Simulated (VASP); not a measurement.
# BeTe (F-43m) in VASP: settings compared, part 2 of 2

VASP 6.6.1. The steps go on from the part before.

## 3. Single point, PBE0

Input file POSCAR:

```
BeTe
1.0
    0.0000000000      2.7700000000      2.7700000000
    2.7700000000      0.0000000000      2.7700000000
    2.7700000000      2.7700000000      0.0000000000
Be Te
1 1
Direct
    0.0000000000      0.0000000000      0.0000000000
    0.7500000000      0.7500000000      0.7500000000
```

Input file INCAR.step1:

```
PREC = Accurate
ENCUT = 520
EDIFF = 1E-5
ISMEAR = 0
SIGMA = 0.01
LREAL = False
LASPH = True
NELM = 120
ALGO = Normal
ISIF = 2
LWAVE = True
GGA = PE
NBANDS = 11
GGA_COMPAT = False
```

Input file INCAR.step2:

```
PREC = Accurate
ENCUT = 520
EDIFF = 1E-6
ISMEAR = 0
SIGMA = 0.01
LREAL = False
LASPH = True
NELM = 120
ALGO = Normal
ISIF = 2
LWAVE = False
LCHARG = True
GGA = PE
LHFCALC = True
AEXX = 0.25
PRECFOCK = Normal
LELF = True
LVHAR = True
ISTART = 1
NBANDS = 11
GGA_COMPAT = False
```

Input file KPOINTS:

```
Automatic mesh
0
Gamma
  4 4 4
```

Potentials or basis: VASP PAW PBE potentials, release 64 (Be, Te).

The run is started by

```
$ cat potpaw_PBE.64/Be/POTCAR potpaw_PBE.64/Te/POTCAR > POTCAR
$ cp INCAR.step1 INCAR
$ mpirun -np 1 vasp_std > vasp.out
$ cp INCAR.step2 INCAR
$ mpirun -np 1 vasp_std > vasp.out
```

OUTCAR:

```text
PREC = Accurate
   ENCUT = 520
   EDIFF = 1E-6
   ISMEAR = 0
   LREAL = False
   LASPH = True
   NELM = 120
   ISIF = 2
   GGA = PE
   LHFCALC = True
   AEXX = 0.25
   PRECFOCK = Normal
   ISTART = 1

 ion  position               nearest neighbor table
   1  0.000  0.000  0.000-   2 2.40   2 2.40   2 2.40   2 2.40
   2  0.750  0.750  0.750-   1 2.40   1 2.40   1 2.40   1 2.40

  LATTYP: Found a face centered cubic cell.
 ALAT       =     5.5400000000

[... 289 lines left out ...]
     11      19.9582      0.00000

------------------------ aborting loop because EDIFF is reached ----------------------------------------

  FORCE on cell =-STRESS in cart. coord.  units (eV):
  Direction    XX          YY          ZZ          XY          YZ          ZX
  --------------------------------------------------------------------------------------
  -------------------------------------------------------------------------------------
  Total        0.9370214      0.9370214      0.9370214      0.0000000      0.0000000     -0.0000000
  in kB       35.3175671     35.3175671     35.3175671      0.0000000      0.0000000     -0.0000000
  external PRESSURE =      35.3175671 kB  Pullay stress =       0.0000000 kB

 VOLUME and BASIS-vectors are now :
 -----------------------------------------------------------------------------
  energy-cutoff  :      520.00
  volume of cell :       42.51
      direct lattice vectors                 reciprocal lattice vectors
     0.000000000  2.770000000  2.770000000    -0.180505415  0.180505415  0.180505415
     2.770000000  0.000000000  2.770000000     0.180505415 -0.180505415  0.180505415
     2.770000000  2.770000000  0.000000000     0.180505415  0.180505415 -0.180505415

 POSITION                                       TOTAL-FORCE (eV/Angst)
 -----------------------------------------------------------------------------------
      0.00000      0.00000      0.00000         0.000000      0.000000      0.000000
      4.15500      4.15500      4.15500        -0.000000     -0.000000     -0.000000
 -----------------------------------------------------------------------------------
    total drift:                                0.000000      0.000001      0.000001

  FREE ENERGIE OF THE ION-ELECTRON SYSTEM (eV)
  ---------------------------------------------------
  free  energy   TOTEN  =        -9.2756812985 eV

  energy  without entropy=       -9.2756812985  energy(sigma->0) =       -9.27568130
```

OUTCAR.step1:

```text
PREC = Accurate
   ENCUT = 520
   EDIFF = 1E-5
   ISMEAR = 0
   LREAL = False
[... 316 lines left out ...]
      0.00000      0.00000      0.00000         0.000000      0.000000      0.000000
      4.15500      4.15500      4.15500        -0.000000     -0.000000     -0.000000
 -----------------------------------------------------------------------------------
    total drift:                               -0.000000     -0.000000     -0.000000

  FREE ENERGIE OF THE ION-ELECTRON SYSTEM (eV)
  ---------------------------------------------------
  free  energy   TOTEN  =        -7.4996099500 eV

  energy  without entropy=       -7.4996099500  energy(sigma->0) =       -7.49960995
```

It took 1.8 min on 1 thread of Intel Xeon Platinum 8375C at 2.90GHz (Ice Lake), shared host; peak memory 0.19 GiB.

What came out:

| Quantity | Value |
| --- | --- |
| Free energy | -9.2757 eV |
| Pressure | 3.5 GPa |
| Band gap on the k mesh | 3.24 eV (least direct gap 5.17 eV) |

Caveat: the k points lie up to 0.49 Å⁻¹ apart; the PAW data sets were made with another functional, which shifts forces and pressure a little; spin-orbit coupling is left out, which moves the levels of the heavy elements. A k mesh can miss the band edges.

## 4. Single point, r2SCANh

POSCAR is that of step 3.

Input file INCAR.step1:

```
SYSTEM = BeTe
ALGO = Normal
EDIFF = 1E-5
ENCUT = 580
GGA = PE
GGA_COMPAT = .False.
ISIF = 2
ISMEAR = 0
LASPH = .True.
LREAL = .False.
LWAVE = .True.
NBANDS = 11
NELM = 120
PREC = Accurate
SIGMA = 0.01
```

Input file INCAR.step2:

```
SYSTEM = BeTe
AEXX = 0.1
ALGO = Normal
EDIFF = 1E-6
ENCUT = 580
GGA_COMPAT = .False.
ISIF = 2
ISMEAR = 0
ISTART = 1
LASPH = .True.
LCHARG = .True.
LELF = .True.
LHFCALC = .True.
LMIXTAU = .True.
LREAL = .False.
LVHAR = .True.
LWAVE = .False.
METAGGA = R2SCAN
NBANDS = 11
NELM = 120
PREC = Accurate
PRECFOCK = Normal
SIGMA = 0.01
```

Input file KPOINTS:

```
k-points
0
Gamma
  4 4 4
  0 0 0
```

The run is started by

```
$ cat potpaw_PBE.64/Be/POTCAR potpaw_PBE.64/Te/POTCAR > POTCAR
$ cp INCAR.step1 INCAR
$ mpirun -np 1 vasp_std > vasp.out
$ cp INCAR.step2 INCAR
$ mpirun -np 1 vasp_std > vasp.out
```

It took 2 min on 1 thread of Intel Xeon Platinum 8375C at 2.90GHz (Ice Lake), shared host; peak memory 0.19 GiB.

The run converged. Its results:

```yaml
Free_energy: -28.9704 eV
Pressure: 4.5 GPa
Band_gap_on_the_k_mesh: 2.69 eV (least direct gap 4.53 eV)
```

Levels at points of the mesh, in eV from the valence-band top:
| k point | band 1 | band 2 | band 3 | band 4 | band 5 | band 6 | band 7 | band 8 |
| --- | --- | --- | --- | --- | --- | --- | --- | --- |
| (0.00, 0.00, 0.00) | -13.56 | 0.00 | 0.00 | 0.00 | 4.53 | 4.53 | 4.53 | 5.41 |
| (0.50, 0.00, 0.00) | -11.93 | -6.33 | -1.30 | -1.30 | 4.22 | 5.56 | 5.56 | 9.05 |
| (0.50, 0.50, 0.00) | -11.32 | -5.84 | -3.04 | -3.04 | 2.69 | 3.44 | 11.61 | 11.61 |

Caveat: the k points lie up to 0.49 Å⁻¹ apart; the PAW data sets were made with another functional, which shifts forces and pressure a little; spin-orbit coupling is left out, which moves the levels of the heavy elements. A k mesh can miss the band edges.

## 5. Overview

```tsv
level	cutoff (eV)	grid for exact exchange (PRECFOCK)	share of exact exchange	gap on the mesh (eV)	pressure (GPa)
PBE	600	-	-	1.84	5.0
PBE0	520	Normal	0.25	3.24	3.5
r2SCANh	580	Normal	0.1	2.69	4.5
```

Alike in all rows: task single point; potentials or basis VASP PAW PBE potentials, release 64 (Be, Te); no spin polarisation; cell as given; k mesh 4 × 4 × 4; smearing gaussian 0.01 eV.

Caveats: all runs use coarse meshes; spin-orbit coupling is left out, which moves the levels of the heavy elements; the PAW data sets were made with another functional, which shifts forces and pressure a little (at least some runs).

Total energies depend on the potentials used, so only differences within one code and one set of settings carry meaning.
